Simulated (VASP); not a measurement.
# Ge (Imma) in VASP: relaxation of the atoms with PBE

Aim: the relaxation of the atoms of Ge with PBE.

Program: VASP 6.6.1. These are calculated values, not measurements. Logs are shortened: lines on timing, memory, paths and dates and some standing lists are left out, and cuts for length are marked.

## Step 1: The cell of the first run

Symmetry: Imma, No. 74, orthorhombic system. Conventional cell: a = 4.033 Å, b = 4.079 Å, c = 5.777 Å, α = 90.00°, β = 90.00°, γ = 90.00°. Within 3.3 Å of Ge (site symmetry mm2) lie 4 Ge at 2.49 Å.

## Step 2: Relaxation of the atoms, PBE (strained cell)

Contents of INCAR:

```
PREC = Accurate
ENCUT = 450
EDIFF = 1E-7
ISMEAR = 0
SIGMA = 0.1
LREAL = False
LASPH = True
NELM = 120
ALGO = Normal
ISIF = 2
LWAVE = False
LCHARG = False
GGA = PE
IBRION = 2
NSW = 60
EDIFFG = -0.002
GGA_COMPAT = False
NELMIN = 4
```

Contents of KPOINTS:

```
Automatic mesh
0
Gamma
  10 10 10
```

Contents of POSCAR:

```
Ge
1.0
   -0.0160950485      2.8680441975      2.8885624036
    2.8680441975     -0.0160950485      2.8885624036
    2.8519491490      2.8519491490      0.0000000000
Ge
2
Direct
   -0.0008396321     -0.0008396321      0.0008396321
    0.2508396321      0.2508396321      0.2491603679
```

Potentials or basis: VASP PAW PBE potentials, release 64 (Ge_d).

Launch:

```bash
$ cat potpaw_PBE.64/Ge_d/POTCAR > POTCAR
$ mpirun -np 1 vasp_std > vasp.out
```

OUTCAR:

```text
PREC = Accurate
   ENCUT = 450
   EDIFF = 1E-7
   ISMEAR = 0
   LREAL = False
   LASPH = True
   NELM = 120
   ISIF = 2
   GGA = PE
   IBRION = 2
   NSW = 60
   EDIFFG = -0.002
   NELMIN = 4

 ion  position               nearest neighbor table
   1  0.999  0.999  0.001-   2 2.49   2 2.49   2 2.49   2 2.49
   2  0.251  0.251  0.249-   1 2.49   1 2.49   1 2.49   1 2.49

  LATTYP: Found a body centered orthorhombic cell.
 ALAT       =     4.0332651657
 B/A-ratio  =     1.0112870515
 C/A-ratio  =     1.4323692021

  Lattice vectors:

 A1 = (   0.0160950485,  -2.8680441975,  -2.8885624036)
 A2 = (  -0.0160950485,   2.8680441975,  -2.8885624036)
 A3 = (   2.8680441975,  -0.0160950485,   2.8885624036)

Analysis of symmetry for initial positions (statically):
=====================================================================
 Subroutine PRICEL returns:
 Original cell was already a primitive cell.

 Routine SETGRP: Setting up the symmetry group for a
 body centered orthorhombic supercell.

 Subroutine GETGRP returns: Found  8 space group operations
 (whereof  4 operations were pure point group operations)
 out of a pool of  8 trial point group operations.

The static configuration has the point symmetry C_2v.
 The point group associated with its full space group is D_2h.

Analysis of symmetry for dynamics (positions and initial velocities):
=====================================================================
 Subroutine PRICEL returns:
 Original cell was already a primitive cell.

 Routine SETGRP: Setting up the symmetry group for a
 body centered orthorhombic supercell.

 Subroutine GETGRP returns: Found  8 space group operations
 (whereof  4 operations were pure point group operations)
 out of a pool of  8 trial point group operations.

The dynamic configuration has the point symmetry C_2v.
 The point group associated with its full space group is D_2h.

 Subroutine INISYM returns: Found  8 space group operations
[... 151 lines left out ...]
  Direction    XX          YY          ZZ          XY          YZ          ZX
  --------------------------------------------------------------------------------------
  -------------------------------------------------------------------------------------
  Total        0.0744503      0.0744503     -0.0710793      0.1674421      0.0000000      0.0000000
  in kB        2.5101936      2.5101936     -2.3965346      5.6455399      0.0000000      0.0000000
  external PRESSURE =       0.8746175 kB  Pullay stress =       0.0000000 kB

 VOLUME and BASIS-vectors are now :
 -----------------------------------------------------------------------------
  energy-cutoff  :      450.00
  volume of cell :       47.52
      direct lattice vectors                 reciprocal lattice vectors
    -0.016095049  2.868044198  2.888562404    -0.173361949  0.173361949  0.173096485
     2.868044198 -0.016095049  2.888562404     0.173361949 -0.173361949  0.173096485
     2.851949149  2.851949149  0.000000000     0.175318694  0.175318694 -0.173096485

 POSITION                                       TOTAL-FORCE (eV/Angst)
 -----------------------------------------------------------------------------------
      2.85195      2.85195      5.77227         0.000000      0.000000      0.011021
      1.42597      1.42597      1.44913         0.000000      0.000000     -0.011021
 -----------------------------------------------------------------------------------
    total drift:                                0.000000      0.000000     -0.000000

  FREE ENERGIE OF THE ION-ELECTRON SYSTEM (eV)
  ---------------------------------------------------
  free  energy   TOTEN  =        -9.0312527008 eV

  energy  without entropy=       -9.0307962881  energy(sigma->0) =       -9.03102449

--------------------------------------- Ionic step        2  -------------------------------------------

 number of electron      27.9999983 magnetization

 Free energy of the ion-electron system (eV)
  ---------------------------------------------------
  ext. energy  EPLUGINS =         0.00000000
  ---------------------------------------------------
  free energy    TOTEN  =        -9.03125880 eV

  energy without entropy =       -9.03081054  energy(sigma->0) =       -9.03103467

 E-fermi :   4.5013     XC(G=0):  -9.6974

 val. band max:        4.4956440651   @ k =   0.0000   0.0000   0.0000
 cond. band min:       4.5046367470   @ k =   0.0000   0.0000   0.0000
 fundamental gap:      0.0089926819
 Fermi energy:         4.5012853269

 k-point     1 :       0.0000    0.0000    0.0000
  band No.  band energies     occupation
      1     -20.2238      2.00000
      2     -20.2191      2.00000
      3     -20.2169      2.00000
      4     -20.1876      2.00000
      5     -20.1873      2.00000
      6     -20.0052      2.00000
[... 481 lines left out ...]
      5     -20.1155      2.00000
      6     -20.0926      2.00000
[... 10 lines left out ...]
     17      10.9857      0.00000
     18      11.5344      0.00000

 [... further k-points ...]

------------------------ aborting loop because EDIFF is reached ----------------------------------------

  FORCE on cell =-STRESS in cart. coord.  units (eV):
  Direction    XX          YY          ZZ          XY          YZ          ZX
  --------------------------------------------------------------------------------------
  -------------------------------------------------------------------------------------
  Total        0.0671749      0.0671749     -0.0783523      0.1752225      0.0000000      0.0000000
  in kB        2.2648946      2.2648946     -2.6417554      5.9078664      0.0000000      0.0000000
  external PRESSURE =       0.6293446 kB  Pullay stress =       0.0000000 kB

 VOLUME and BASIS-vectors are now :
 -----------------------------------------------------------------------------
  energy-cutoff  :      450.00
  volume of cell :       47.52
      direct lattice vectors                 reciprocal lattice vectors
    -0.016095049  2.868044198  2.888562404    -0.173361949  0.173361949  0.173096485
     2.868044198 -0.016095049  2.888562404     0.173361949 -0.173361949  0.173096485
     2.851949149  2.851949149  0.000000000     0.175318694  0.175318694 -0.173096485

 POSITION                                       TOTAL-FORCE (eV/Angst)
 -----------------------------------------------------------------------------------
      2.85195      2.85195      5.77281        -0.000000     -0.000000      0.000238
      1.42597      1.42597      1.44860         0.000000      0.000000     -0.000238
 -----------------------------------------------------------------------------------
    total drift:                                0.000000     -0.000000     -0.000000

  FREE ENERGIE OF THE ION-ELECTRON SYSTEM (eV)
  ---------------------------------------------------
  free  energy   TOTEN  =        -9.0312587965 eV

  energy  without entropy=       -9.0308105384  energy(sigma->0) =       -9.03103467

 reached required accuracy - stopping structural energy minimisation
```

OSZICAR:

```text
N       E                     dE             d eps       ncg     rms          rms(c)
DAV:   1     0.154520373568E+03    0.15452E+03   -0.14441E+04  6280   0.387E+03
DAV:   2     0.104680379946E+02   -0.14405E+03   -0.14148E+03  6176   0.498E+02
DAV:   3    -0.852084057481E+01   -0.18989E+02   -0.18852E+02  6794   0.141E+02
DAV:   4    -0.909411058969E+01   -0.57327E+00   -0.57226E+00  7084   0.283E+01
DAV:   5    -0.910403965203E+01   -0.99291E-02   -0.99278E-02  6916   0.382E+00    0.299E+00
DAV:   6    -0.905520159075E+01    0.48838E-01   -0.21577E-02  6686   0.173E+00    0.178E+00
DAV:   7    -0.902945692074E+01    0.25745E-01   -0.49370E-02  6428   0.224E+00    0.144E-01
DAV:   8    -0.903108192036E+01   -0.16250E-02   -0.59989E-03  6888   0.113E+00    0.418E-02
DAV:   9    -0.903122306130E+01   -0.14114E-03   -0.26963E-04  7192   0.260E-01    0.170E-02
DAV:  10    -0.903125065982E+01   -0.27599E-04   -0.60788E-05  7298   0.843E-02    0.501E-03
DAV:  11    -0.903125258430E+01   -0.19245E-05   -0.53511E-06  7638   0.381E-02    0.125E-03
DAV:  12    -0.903125269784E+01   -0.11354E-06   -0.32254E-07  6318   0.112E-02    0.485E-04
DAV:  13    -0.903125270080E+01   -0.29631E-08   -0.38948E-08  4372   0.195E-03
   1 F= -.90312527E+01 E0= -.90310245E+01  d E =-.903125E+01
       N       E                     dE             d eps       ncg     rms          rms(c)
DAV:   1    -0.903125558088E+01   -0.28830E-05   -0.25280E-03  6570   0.452E-01    0.307E-03
DAV:   2    -0.903125873614E+01   -0.31553E-05   -0.32270E-05  6612   0.667E-02    0.157E-03
DAV:   3    -0.903125879463E+01   -0.58490E-07   -0.68051E-07  6724   0.928E-03    0.803E-04
DAV:   4    -0.903125879655E+01   -0.19145E-08   -0.24778E-08  3136   0.276E-03
   2 F= -.90312588E+01 E0= -.90310347E+01  d E =-.609575E-05
```

CONTCAR:

```text
Ge
   1.00000000000000
    -0.0160950485000000    2.8680441975000002    2.8885624035999999
     2.8680441975000002   -0.0160950485000000    2.8885624035999999
     2.8519491490000002    2.8519491490000002    0.0000000000000000
  Ge
     2
Direct
     0.9992523962430659    0.9992523962430659    0.0007476037569341
     0.2507476037569341    0.2507476037569341    0.2492523962430659

  0.00000000E+00  0.00000000E+00  0.00000000E+00
  0.00000000E+00  0.00000000E+00  0.00000000E+00
```

Run time: 93 s. Hardware: 1 thread of Intel Xeon 6975P-C, shared host; peak memory 0.23 GiB.

What came out:

| Item | Value |
| --- | --- |
| Free energy | -9.0313 eV |
| Energy gained by relaxing | 0.0 meV/atom |
| Ionic steps | 2 |
| Pressure after relaxing | 0.1 GPa |

Stress tensor (GPa, compression positive):
```
 0.23  0.59  0.00
 0.59  0.23  0.00
 0.00  0.00 -0.26
```

Final structure:
```
Ge
1.0
    -0.01610    2.86804    2.88856
     2.86804   -0.01610    2.88856
     2.85195    2.85195    0.00000
Ge
2
Cartesian
  2.8519 2.8519 5.7728
  1.4260 1.4260 1.4486
```

Levels at points of the mesh, in eV from the Fermi level:
| k point | band 12 | band 13 | band 14 | band 15 | band 16 | band 17 |
| --- | --- | --- | --- | --- | --- | --- |
| (0.00, 0.00, 0.00) | -0.37 | -0.01 | 0.00 | 0.10 | 2.50 | 2.59 |
| (0.50, 0.00, 0.00) | -7.36 | -1.32 | -1.22 | 0.13 | 3.74 | 3.81 |
| (0.50, 0.50, 0.00) | -8.67 | -2.91 | -2.78 | 0.79 | 0.97 | 9.11 |
| (0.00, 0.00, 0.50) | -7.35 | -1.34 | -1.31 | 0.02 | 3.72 | 3.74 |
| (0.50, 0.00, 0.50) | -8.67 | -2.89 | -2.89 | 0.83 | 0.83 | 9.14 |

Caveat: the cell differs from its parent crystal (strained cell).
